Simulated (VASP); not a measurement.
A run of VASP 6.6.1:

Contents of INCAR:

```
SYSTEM = AlCo
  PREC = Accurate
  ENCUT = 520
  EDIFF = 1E-7
  ISMEAR = 0
  SIGMA = 0.15
  LREAL = .False.
  LASPH = .True.
  NELM = 60
  ALGO = Fast
  ISIF = 2
  LWAVE = .False.
  LCHARG = .True.
  GGA = PE
  LELF = .True.
  LVHAR = .True.
  NBANDS = 13
```

KPOINTS

```
regular mesh
0
Gamma
  22 22 22
  0 0 0
```

The input POSCAR:

```
AlCo
1.0
    2.9944975299      0.0000000000      0.0000000000
    0.0000000000      2.8519024094      0.0000000000
    0.0000000000      0.0000000000      2.8519024094
Al Co
1 1
Direct
    0.0000000000      0.0000000000      0.0000000000
    0.5000000000      0.5000000000      0.5000000000
```

Potentials or basis: VASP PAW PBE potentials, release 64 (Al, Co).

Command:

```sh
$ cat potpaw_PBE.64/Al/POTCAR potpaw_PBE.64/Co/POTCAR > POTCAR
$ mpirun -np 1 vasp_std > vasp.out
```

Hardware: 1 thread of AMD EPYC 9R45 96-Core Processor (Zen 5), on a shared host.

Problem. Estimate the wall time of this run.

Solution. Run time: 3.3 min on 1 thread of AMD EPYC 9R45 96-Core Processor (Zen 5) (shared host), peak memory 0.38 GiB. Counts: scf iterations 16, k points 936.
